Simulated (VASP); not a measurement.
# AlAs (F-43m) in VASP: vibrations by perturbation theory with PBEsol

Aim: the vibrations by perturbation theory of AlAs with PBEsol.

Everything below comes from runs of VASP 6.6.1. Logs are shortened: lines on timing, memory, paths and dates and some standing lists are left out, and cuts for length are marked.

### Step 1. The cell of the first run

Symmetry: F-43m, No. 216, cubic system. Conventional cell: a = 5.661 Å, b = 5.661 Å, c = 5.661 Å, α = 90.00°, β = 90.00°, γ = 90.00°. Al (site symmetry -43m) has 4 As at 2.45 Å within 3.2 Å. Within 3.2 Å of As (site symmetry -43m) lie 4 Al at 2.45 Å.

### Step 2. Vibrations by perturbation theory, PBEsol

The input, INCAR:

```
SYSTEM = AlAs
PREC = Accurate ; ENCUT = 500
EDIFF = 1E-8 ; ISMEAR = -1
SIGMA = 0.1 ; LREAL = .FALSE.
LASPH = .TRUE. ; NELM = 120
ALGO = Normal ; ISIF = 2
LWAVE = .FALSE. ; LCHARG = .TRUE.
GGA = PS ; IBRION = 8
NSW = 1 ; GGA_COMPAT = .FALSE.
```

The input, KPOINTS:

```
Automatic mesh
0
G
  3 3 3
  0 0 0
```

The input, POSCAR:

```
AlAs
1.0
    0.0000000000      2.8304000000      2.8304000000
    2.8304000000      0.0000000000      2.8304000000
    2.8304000000      2.8304000000      0.0000000000
Al As
1 1
Direct
    0.0000000000      0.0000000000      0.0000000000
    0.2500000000      0.2500000000      0.2500000000
```

Potentials or basis: VASP PAW PBE potentials, release 64 (Al, As).

Command:

```sh
$ cat potpaw_PBE.64/Al/POTCAR potpaw_PBE.64/As/POTCAR > POTCAR
$ mpirun -np 1 vasp_std > vasp.out
```

OUTCAR:

```text
SYSTEM = AlAs
   PREC = Accurate
   ENCUT = 500
   EDIFF = 1E-8
   ISMEAR = -1
   LREAL = .FALSE.
   LASPH = .TRUE.
   NELM = 120
   ISIF = 2
   GGA = PS
   IBRION = 8
   NSW = 1

 ion  position               nearest neighbor table
   1  0.000  0.000  0.000-   2 2.45   2 2.45   2 2.45   2 2.45
   2  0.250  0.250  0.250-   1 2.45   1 2.45   1 2.45   1 2.45

  LATTYP: Found a face centered cubic cell.
 ALAT       =     5.6608000000

  Lattice vectors:

 A1 = (   0.0000000000,   2.8304000000,   2.8304000000)
 A2 = (   2.8304000000,   0.0000000000,   2.8304000000)
 A3 = (   2.8304000000,   2.8304000000,   0.0000000000)

Analysis of symmetry for initial positions (statically):
=====================================================================
 Subroutine PRICEL returns:
 Original cell was already a primitive cell.

 Routine SETGRP: Setting up the symmetry group for a
 face centered cubic supercell.

 Subroutine GETGRP returns: Found 24 space group operations
 (whereof 24 operations were pure point group operations)
 out of a pool of 48 trial point group operations.

The static configuration has the point symmetry T_d .

Analysis of symmetry for dynamics (positions and initial velocities):
=====================================================================
 Subroutine PRICEL returns:
 Original cell was already a primitive cell.

 Routine SETGRP: Setting up the symmetry group for a
 face centered cubic supercell.

 Subroutine GETGRP returns: Found 24 space group operations
 (whereof 24 operations were pure point group operations)
 out of a pool of 48 trial point group operations.

The dynamic configuration has the point symmetry T_d .

 Subroutine INISYM returns: Found 24 space group operations
 (whereof 24 operations are pure point group operations),
 and found     1 'primitive' translations

----------------------------------------------------------------------------------------

                                     Primitive cell

  volume of cell :      45.3496

  direct lattice vectors                    reciprocal lattice vectors
     0.000000000  2.830400000  2.830400000    -0.176653477  0.176653477  0.176653477
     2.830400000  0.000000000  2.830400000     0.176653477 -0.176653477  0.176653477
     2.830400000  2.830400000  0.000000000     0.176653477  0.176653477 -0.176653477

  length of vectors
     4.002790067  4.002790067  4.002790067     0.305972797  0.305972797  0.305972797

  position of ions in fractional coordinates (direct lattice)
     0.000000000  0.000000000  0.000000000
     0.250000000  0.250000000  0.250000000

  ion indices of the primitive-cell ions
   primitive index   ion index
                 1           1
                 2           2

----------------------------------------------------------------------------------------

 KPOINTS: Automatic mesh

Automatic generation of k-mesh.
 Grid dimensions read from file:
 generate k-points for:    3    3    3

 Generating k-lattice:

  Cartesian coordinates                     Fractional coordinates (reciprocal lattice)
    -0.058884492  0.058884492  0.058884492     0.333333333  0.000000000  0.000000000
     0.058884492 -0.058884492  0.058884492     0.000000000  0.333333333  0.000000000
     0.058884492  0.058884492 -0.058884492     0.000000000  0.000000000  0.333333333

  Length of vectors
     0.101990932  0.101990932  0.101990932

  Shift w.r.t. Gamma in fractional coordinates (k-lattice)
     0.000000000  0.000000000  0.000000000

 Subroutine IBZKPT returns following result:
[... 54 lines left out ...]
   LHFCALC =     F    Hartree Fock is set to
   AEXX    =    0.0000 exact exchange contribution
   IVDW    =     0    specifies the selected vdW correction
   LEPSILON=     F    determine dielectric tensor
   LRPA    =     F    only Hartree local field effects (RPA)
 non-spin polarized calculation
  energy-cutoff  :      500.00
  volume of cell :       45.35
 maximum number of plane-waves:      1150
 NGX is ok and might be reduce to    30
   NGX = 15   NGY = 15   NGZ = 15

--------------------------------------- Ionic step        1  -------------------------------------------

 number of electron       8.0000000 magnetization

 Free energy of the ion-electron system (eV)
  ---------------------------------------------------
  ext. energy  EPLUGINS =         0.00000000
  ---------------------------------------------------
  free energy    TOTEN  =        -9.61789756 eV

  energy without entropy =       -9.61782241  energy(sigma->0) =       -9.61785998

 E-fermi :   4.7879     XC(G=0):  -9.1466

 val. band max:        3.9169619797   @ k =   0.0000   0.0000   0.0000
 cond. band min:       5.7337475800   @ k =   0.3333   0.3333   0.0000
 fundamental gap:      1.8167856003
 Fermi energy:         4.7878589610

 k-point     1 :       0.0000    0.0000    0.0000
  band No.  band energies     occupation
      1      -7.9744      2.00000
      2       3.9170      1.99967
      3       3.9170      1.99967
      4       3.9170      1.99967
      5       5.8688      0.00004
      6       8.0962      0.00000
      7       8.0962      0.00000
      8       8.0962      0.00000
[... 23 lines left out ...]
 k-point     4 :      -0.3333    0.3333    0.0000
  band No.  band energies     occupation
      1      -6.1021      2.00000
      2      -1.2009      2.00000
      3       0.3077      2.00000
      4       2.3495      2.00000
      5       6.3479      0.00000
      6      10.1459      0.00000
      7      11.1188      0.00000
      8      11.4266      0.00000

------------------------ aborting loop because EDIFF is reached ----------------------------------------

  FORCE on cell =-STRESS in cart. coord.  units (eV):
  Direction    XX          YY          ZZ          XY          YZ          ZX
  --------------------------------------------------------------------------------------
  -------------------------------------------------------------------------------------
  Total        0.5605444      0.5605444      0.5605444     -0.0000000      0.0000000     -0.0000000
  in kB       19.8037386     19.8037386     19.8037386     -0.0000000      0.0000000     -0.0000000
  external PRESSURE =      19.8037386 kB  Pullay stress =       0.0000000 kB

 VOLUME and BASIS-vectors are now :
 -----------------------------------------------------------------------------
  energy-cutoff  :      500.00
  volume of cell :       45.35
      direct lattice vectors                 reciprocal lattice vectors
     0.000000000  2.830400000  2.830400000    -0.176653477  0.176653477  0.176653477
     2.830400000  0.000000000  2.830400000     0.176653477 -0.176653477  0.176653477
     2.830400000  2.830400000  0.000000000     0.176653477  0.176653477 -0.176653477

 POSITION                                       TOTAL-FORCE (eV/Angst)
 -----------------------------------------------------------------------------------
      0.00000      0.00000      0.00000        -0.000000     -0.000000     -0.000000
      1.41520      1.41520      1.41520         0.000000      0.000000      0.000000
 -----------------------------------------------------------------------------------
    total drift:                                0.000000      0.000000      0.000000

  FREE ENERGIE OF THE ION-ELECTRON SYSTEM (eV)
  ---------------------------------------------------
  free  energy   TOTEN  =        -9.6178975557 eV

  energy  without entropy=       -9.6178224071  energy(sigma->0) =       -9.61785998

[... ionic steps 2 to 3 ...]

--------------------------------------- Ionic step        4  -------------------------------------------

------------------------ aborting loop because EDIFF is reached ----------------------------------------

[... ionic steps 5 to 6 ...]

--------------------------------------- Ionic step        7  -------------------------------------------

 Free energy of the ion-electron system (eV)
  ---------------------------------------------------
  ---------------------------------------------------
  free energy    TOTEN  =        -0.04652866 eV

  energy without entropy =       -0.04652866

------------------------ aborting loop because EDIFF is reached ----------------------------------------

 INTERNAL STRAIN TENSOR  FOR ION    2  DIRECTION 1   (eV/Angst):
 -----------------------------------------------------------------------------
     0.00142 -0.00000  0.00000
     0.00000  0.00129 -7.43972
     0.00000 -7.43972  0.00129

 INTERNAL STRAIN TENSOR FOR ION    2 for displacements in x,y,z  (eV/Angst):
          X           Y           Z          XY          YZ          ZX
  --------------------------------------------------------------------------------
  x     0.00000     0.00000     0.00000     0.00000    -7.43972     0.00000
  y     0.00000    -0.00000     0.00000    -0.00000     0.00000    -7.43972
  z     0.00000     0.00000     0.00000    -7.43972     0.00000     0.00000

 SECOND DERIVATIVES (NOT SYMMETRIZED)
 ------------------------------------
               1X          1Y          1Z          2X          2Y          2Z
  1X    -9.500847    0.000000    0.000000    9.500847    0.000000    0.000000
  1Y     0.000000   -9.500847    0.000000    0.000000    9.500847    0.000000
  1Z     0.000000    0.000000   -9.500847    0.000000    0.000000    9.500847
  2X     9.503675    0.000000    0.000000   -9.503675    0.000000    0.000000
  2Y     0.000000    9.503675    0.000000    0.000000   -9.503675    0.000000
  2Z     0.000000    0.000000    9.503675    0.000000    0.000000   -9.503675

 Eigenvectors and eigenvalues of the dynamical matrix
 ----------------------------------------------------

   1 f  =   10.819540 THz    67.981172 2PiTHz  360.900993 cm-1    44.746000 meV
             X         Y         Z           dx          dy          dz
      0.000000  0.000000  0.000000     0.000000    0.857421    0.000000
      1.415200  1.415200  1.415200     0.000000   -0.514616    0.000000
[... 21 lines left out ...]
   6 f/i=    0.000710 THz     0.004463 2PiTHz    0.023694 cm-1     0.002938 meV
             X         Y         Z           dx          dy          dz
      0.000000  0.000000  0.000000     0.000000    0.000000   -0.514616
      1.415200  1.415200  1.415200     0.000000    0.000000   -0.857421

--------------------------------------------------------------------------------------------------------

 ELASTIC MODULI CONTR FROM IONIC RELAXATION (kBar)
 Direction    XX          YY          ZZ          XY          YZ          ZX
 --------------------------------------------------------------------------------
 XX          -0.0000      0.0000      0.0000     -0.0000      0.0000      0.0000
 YY           0.0000     -0.0000      0.0000      0.0000      0.0000     -0.0000
 ZZ           0.0000      0.0000     -0.0000      0.0000      0.0000      0.0000
 XY          -0.0000      0.0000      0.0000   -202.6149     -0.0000      0.0000
 YZ           0.0000      0.0000      0.0000     -0.0000   -202.6149     -0.0000
 ZX           0.0000     -0.0000      0.0000      0.0000     -0.0000   -202.6149
 --------------------------------------------------------------------------------
```

It took 36 s on 1 thread of Intel Xeon Platinum 8259CL at 2.50GHz (Skylake/Cascade Lake), shared host; peak memory 0.18 GiB.

Results:

```
Highest phonon frequency at Γ, LO-TO splitting left out : 361 cm⁻¹
```

Phonon frequencies in cm⁻¹ (negative: imaginary):
| q point | frequencies |
| --- | --- |
| (0.000, 0.000, 0.000) | 0 0 0 361 361 361 |

Caveat: the k points lie up to 0.64 Å⁻¹ apart; the cell wasn't relaxed at this level first, which shifts response properties; the PAW data sets were made with another functional, which shifts forces and pressure a little.
